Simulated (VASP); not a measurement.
# SmHfW (P-6m2) in VASP: further runs, part 2 of 2

VASP 6.6.1.

### Step 3. Single point, PBE

This run uses another cell than the first one, of 23.81 Å³/atom.

INCAR

```
PREC     = Accurate       # precision mode
ENCUT    = 500            # plane-wave cutoff, eV
EDIFF    = 1E-6           # SCF threshold, eV
ISMEAR   = 0              # smearing method
SIGMA    = 0.1            # smearing width, eV
LREAL    = F              # projectors in reciprocal space
LASPH    = T              # aspherical terms in the spheres
NELM     = 200            # most SCF steps
ALGO     = Normal         # electronic algorithm
ISIF     = 2              # what is computed and relaxed
LWAVE    = F              # write WAVECAR
LCHARG   = T              # write CHGCAR
GGA      = PE             # functional
LELF     = T              # ELF
LVHAR    = T            
NBANDS   = 24             # bands
GGA_COMPAT= F            
LMAXMIX  = 6              # l up to which the mixer works
```

KPOINTS

```
regular mesh
0
Gamma
  6 6 4
```

POSCAR

```
SmHfW
1.0
    4.2975094500      0.0000000000      0.0000000000
   -2.1487547200      3.7217523500      0.0000000000
    0.0000000000      0.0000000000      4.4653548900
Sm Hf W
1 1 1
Direct
    0.0000000000      0.0000000000      0.0000000000
    0.3333333300      0.6666666700      0.5000000000
    0.6666666700      0.3333333300      0.5000000000
```

Potentials or basis: VASP PAW PBE potentials, release 64 (Sm_3, Hf_pv, W_sv), 4f in core.

Run with:

```console
> cat potpaw_PBE.64/Sm_3/POTCAR potpaw_PBE.64/Hf_pv/POTCAR potpaw_PBE.64/W_sv/POTCAR > POTCAR
> mpirun -np 1 vasp_std > vasp.out
```

OUTCAR:

```text
PREC = Accurate
   ENCUT = 500
   EDIFF = 1E-6
   ISMEAR = 0
   LREAL = F
   LASPH = T
   NELM = 200
   ISIF = 2
   GGA = PE

 ion  position               nearest neighbor table
   1  0.000  0.000  0.000-   2 3.34   3 3.34   2 3.34   3 3.34   2 3.34   2 3.34   3 3.34   3 3.34
                             3 3.34   3 3.34   2 3.34   2 3.34
   2  0.333  0.667  0.500-   3 2.48   3 2.48   3 2.48   1 3.34   1 3.34   1 3.34   1 3.34   1 3.34
                             1 3.34
   3  0.667  0.333  0.500-   2 2.48   2 2.48   2 2.48   1 3.34   1 3.34   1 3.34   1 3.34   1 3.34
                             1 3.34

  LATTYP: Found a hexagonal cell.
 ALAT       =     4.2975094500
 C/A-ratio  =     1.0390564447

  Lattice vectors:

 A1 = (   4.2975094500,   0.0000000000,   0.0000000000)
 A2 = (  -2.1487547200,   3.7217523500,   0.0000000000)
 A3 = (   0.0000000000,   0.0000000000,   4.4653548900)

Analysis of symmetry for initial positions (statically):
=====================================================================
 Subroutine PRICEL returns:
 Original cell was already a primitive cell.

 Routine SETGRP: Setting up the symmetry group for a
 hexagonal supercell.

 Subroutine GETGRP returns: Found 12 space group operations
 (whereof 12 operations were pure point group operations)
 out of a pool of 24 trial point group operations.

The static configuration has the point symmetry D_3h.

Analysis of symmetry for dynamics (positions and initial velocities):
=====================================================================
 Subroutine PRICEL returns:
 Original cell was already a primitive cell.

 Routine SETGRP: Setting up the symmetry group for a
 hexagonal supercell.

 Subroutine GETGRP returns: Found 12 space group operations
 (whereof 12 operations were pure point group operations)
 out of a pool of 24 trial point group operations.

The dynamic configuration has the point symmetry D_3h.

 Subroutine INISYM returns: Found 12 space group operations
[... 112 lines left out ...]
   IALGO  =     38    algorithm
   IMIX   =      4    mixing-type and parameters
     AMIX     =   0.40;   BMIX     =  1.00
     AMIX_MAG =   1.60;   BMIX_MAG =  1.00
  volume/ion in A,a.u.               =      23.81       160.66
  Fermi-wavevector in a.u.,A,eV,Ry     =   1.290696  2.439062 22.665906  1.665897
  Thomas-Fermi vector in A             =   2.422512
   LORBIT       =      0    0 simple, 1 ext, 2 COOP (PROOUT), +10 PAW based schemes
   GGA     = PE    functional components
   LHFCALC =     F    Hartree Fock is set to
   AEXX    =    0.0000 exact exchange contribution
   IVDW    =     0    specifies the selected vdW correction
   LEPSILON=     F    determine dielectric tensor
   LRPA    =     F    only Hartree local field effects (RPA)
 non-spin polarized calculation
 Gauss-broadening in eV      SIGMA  =   0.10
  energy-cutoff  :      500.00
  volume of cell :       71.42
 maximum number of plane-waves:      1847
 NGX is ok and might be reduce to    32
   NGX = 15   NGY = 15   NGZ = 17

 number of electron      34.9999999 magnetization

 Free energy of the ion-electron system (eV)
  ---------------------------------------------------
  ext. energy  EPLUGINS =         0.00000000
  ---------------------------------------------------
  free energy    TOTEN  =       -24.70414629 eV

  energy without entropy =      -24.68571996  energy(sigma->0) =      -24.69493313

 E-fermi :   4.7239     XC(G=0): -11.0697

 val. band max:        4.7230427437   @ k =   0.1667   0.1667   0.2500
 cond. band min:       4.7451325361   @ k =   0.5000   0.0000   0.2500
 fundamental gap:      0.0220897923
 Fermi energy:         4.7239498743

 k-point     1 :       0.0000    0.0000    0.0000
  band No.  band energies     occupation
      1     -68.0708      2.00000
      2     -35.5727      2.00000
      3     -32.4998      2.00000
      4     -32.4998      2.00000
      5     -32.4180      2.00000
      6     -24.9362      2.00000
[... 556 lines left out ...]
     23       8.1104      0.00000
     24       8.2294      0.00000

------------------------ aborting loop because EDIFF is reached ----------------------------------------

  FORCE on cell =-STRESS in cart. coord.  units (eV):
  Direction    XX          YY          ZZ          XY          YZ          ZX
  --------------------------------------------------------------------------------------
  -------------------------------------------------------------------------------------
  Total        7.4310454      7.4310454     -3.1507272      0.0000000     -0.0000000      0.0000000
  in kB      166.7017672    166.7017666    -70.6807418      0.0000002     -0.0000000      0.0000000
  external PRESSURE =      87.5742640 kB  Pullay stress =       0.0000000 kB

 VOLUME and BASIS-vectors are now :
 -----------------------------------------------------------------------------
  energy-cutoff  :      500.00
  volume of cell :       71.42
      direct lattice vectors                 reciprocal lattice vectors
     4.297509450  0.000000000  0.000000000     0.232692915  0.134345317  0.000000000
    -2.148754720  3.721752350  0.000000000     0.000000000  0.268690634  0.000000000
     0.000000000  0.000000000  4.465354890     0.000000000  0.000000000  0.223946366

 POSITION                                       TOTAL-FORCE (eV/Angst)
 -----------------------------------------------------------------------------------
      0.00000      0.00000      0.00000         0.000000     -0.000000      0.000000
     -0.00000      2.48117      2.23268        -0.000000     -0.000000      0.000000
      2.14875      1.24058      2.23268         0.000000      0.000000      0.000000
 -----------------------------------------------------------------------------------
    total drift:                               -0.000021      0.000012     -0.000000

  FREE ENERGIE OF THE ION-ELECTRON SYSTEM (eV)
  ---------------------------------------------------
  free  energy   TOTEN  =       -24.7041462944 eV

  energy  without entropy=      -24.6857199603  energy(sigma->0) =      -24.69493313
```

stdout:

```text
POSCAR found type information on POSCAR SmHfW
 POSCAR found :  3 types and       3 ions
 scaLAPACK will be used
 LDA part: xc-table for (Slater+PW92), standard interpolation
 POSCAR, INCAR and KPOINTS ok, starting setup
 FFT: planning ... GRIDC
 FFT: planning ... GRID_SOFT
 FFT: planning ... GRID
 WAVECAR not read
 entering main loop
```

Run time: 26 s. Hardware: 1 thread of Intel Xeon Platinum 8259CL at 2.50GHz (Skylake/Cascade Lake), shared host; peak memory 0.21 GiB.

Results:

```yaml
Free_energy: -24.7041 eV
Pressure: 8.8 GPa
Band_gap_on_the_k_mesh: zero (an odd number of electrons rules out a gap without spin polarisation)
```

Levels at points of the mesh, in eV from the Fermi level:
| k point | band 14 | band 15 | band 16 | band 17 | band 18 | band 19 | band 20 | band 21 |
| --- | --- | --- | --- | --- | --- | --- | --- | --- |
| (0.00, 0.00, 0.00) | -0.55 | -0.55 | 0.15 | 0.15 | 1.01 | 1.01 | 1.41 | 1.41 |
| (0.50, 0.00, 0.00) | -2.29 | -1.87 | -0.98 | -0.51 | -0.31 | 0.19 | 0.58 | 3.55 |
| (0.00, 0.00, 0.50) | -1.67 | -1.67 | -0.89 | -0.89 | 0.26 | 1.75 | 1.75 | 3.32 |
| (0.50, 0.00, 0.50) | -2.20 | -1.28 | -1.27 | 0.23 | 0.58 | 0.69 | 1.34 | 2.07 |

Caveat: the cell stands under pressure; spin-orbit coupling is left out, which moves the levels of the heavy elements; the 4f electrons are frozen in the core, so they carry no moment and show no levels.

### Step 4. Single point, PBE

INCAR

```
PREC = Accurate ; ENCUT = 500
EDIFF = 1E-6 ; ISMEAR = 0
SIGMA = 0.1 ; LREAL = F
LASPH = T ; NELM = 200
ALGO = Normal ; ISIF = 2
LWAVE = F ; LCHARG = T
GGA = PE ; LELF = T
LVHAR = T ; NBANDS = 24
GGA_COMPAT = F ; LMAXMIX = 6
```

KPOINTS

```
Automatic mesh
0
Gamma
  6 6 6
```

POSCAR

```
SmHfW
1.0
    5.0121561772      0.0000000000      0.0000000000
   -2.5060780886      4.3406545772      0.0000000000
    0.0000000000      0.0000000000      3.1265639133
Sm Hf W
1 1 1
Direct
    0.0000000000      0.0000000000      0.0000000000
    0.3333333333      0.6666666667      0.5000000000
    0.6666666667      0.3333333333      0.5000000000
```

Run with:

```console
> cat potpaw_PBE.64/Sm_3/POTCAR potpaw_PBE.64/Hf_pv/POTCAR potpaw_PBE.64/W_sv/POTCAR > POTCAR
> mpirun -np 1 vasp_std > vasp.out
```

It took 35 s on 1 thread of Intel Xeon Platinum 8259CL at 2.50GHz (Skylake/Cascade Lake), shared host; peak memory 0.22 GiB.

The run converged. Its results:

```
Free energy            : -25.8946 eV
Pressure               : 0.2 GPa
Band gap on the k mesh : zero (an odd number of electrons rules out a gap without spin polarisation)
```

Stress tensor (GPa, compression positive):
```
0.14 0.00 0.00
0.00 0.14 0.00
0.00 0.00 0.27
```

Levels at points of the mesh, in eV from the Fermi level:
```csv
k point,band 15,band 16,band 17,band 18,band 19,band 20
"(0.00, 0.00, 0.00)",-1.19,-1.19,-0.49,-0.49,0.99,1.04
"(0.50, 0.00, 0.00)",-1.53,-1.36,-0.79,0.11,0.52,0.83
"(0.00, 0.00, 0.50)",-2.39,-2.39,-1.68,0.63,0.63,1.06
"(0.50, 0.00, 0.50)",-1.90,-1.53,-0.84,0.37,0.65,0.80
```

Caveat: spin-orbit coupling is left out, which moves the levels of the heavy elements; the 4f electrons are frozen in the core, so they carry no moment and show no levels.

### Step 5. Summary

```tsv
cell	k mesh	gap on the mesh (eV)	pressure (GPa)
a = 4.974, b = 4.974, c = 3.173 Å, angles 90.0, 90.0, 120.0°, 3 atoms	6 × 6 × 4	none	0.6
a = 4.298, b = 4.298, c = 4.465 Å, angles 90.0, 90.0, 120.0°, 3 atoms	6 × 6 × 4	none	8.8
a = 5.012, b = 5.012, c = 3.127 Å, angles 90.0, 90.0, 120.0°, 3 atoms	6 × 6 × 6	none	0.2
```

Alike in all rows: task single point; level PBE; potentials or basis VASP PAW PBE potentials, release 64 (Sm_3, Hf_pv, W_sv), 4f in core; no spin polarisation; cutoff (eV) 500; smearing gaussian 0.1 eV.

Caveats: some runs use coarse meshes; spin-orbit coupling is left out, which moves the levels of the heavy elements; the 4f electrons are frozen in the core, so they carry no moment and show no levels; the cell stands under pressure (at least some runs).

Absolute energies hang on the potentials; compare differences alone.
